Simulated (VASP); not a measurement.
Input of a VASP 6.6.1 run:

The input INCAR:

```
SYSTEM = Ta3N
PREC = Accurate
ENCUT = 520
EDIFF = 1E-6
ISMEAR = -1
SIGMA = 0.05
LREAL = .False.
LASPH = .True.
NELM = 150
ALGO = Normal
ISIF = 2
LWAVE = .False.
LCHARG = .True.
LMAXMIX = 4
LDAU = .True.
LDAUTYPE = 2
LDAUL = 2 -1
LDAUU = 6 0
LDAUJ = 0 0
LDAUPRINT = 1
GGA = PS
LELF = .True.
LVHAR = .True.
NBANDS = 27
```

File KPOINTS:

```
Automatic mesh
0
Gamma
  10 10 4
  0 0 0
```

The input POSCAR:

```
Ta3N
1.0
    2.9959233389      0.0000000000      0.0000000000
   -1.4979616695      2.5945457193      0.0000000000
    0.0000000000      0.0000000000      7.6615764974
Ta N
3 1
Direct
    0.6666666667      0.3333333333      0.8261746816
    0.3333333333      0.6666666667      0.1738253184
    0.0000000000      0.0000000000      0.5000000000
    0.0000000000      0.0000000000      0.0000000000
```

Potentials or basis: VASP PAW PBE potentials, release 64 (Ta_pv, N).

Run with:

```bash
$ cat potpaw_PBE.64/Ta_pv/POTCAR potpaw_PBE.64/N/POTCAR > POTCAR
$ mpirun -np 1 vasp_std > vasp.out
```

What does it give for the largest force?

0.630 eV/Å.

Estimate the band gap on the k mesh.

zero (band 19 reaches 7.67 eV, above the bottom of band 20 at 7.10 eV).

Estimate the pressure.

13.0 GPa.

Stress tensor (GPa, compression positive):
```
14.00  0.00  0.00
 0.00 14.00  0.00
 0.00  0.00 10.86
```

Caveat: the PAW data sets were made with another functional, which shifts forces and pressure a little; spin-orbit coupling is left out, which moves the levels of the heavy elements; U without spin polarisation on a metal has little footing.
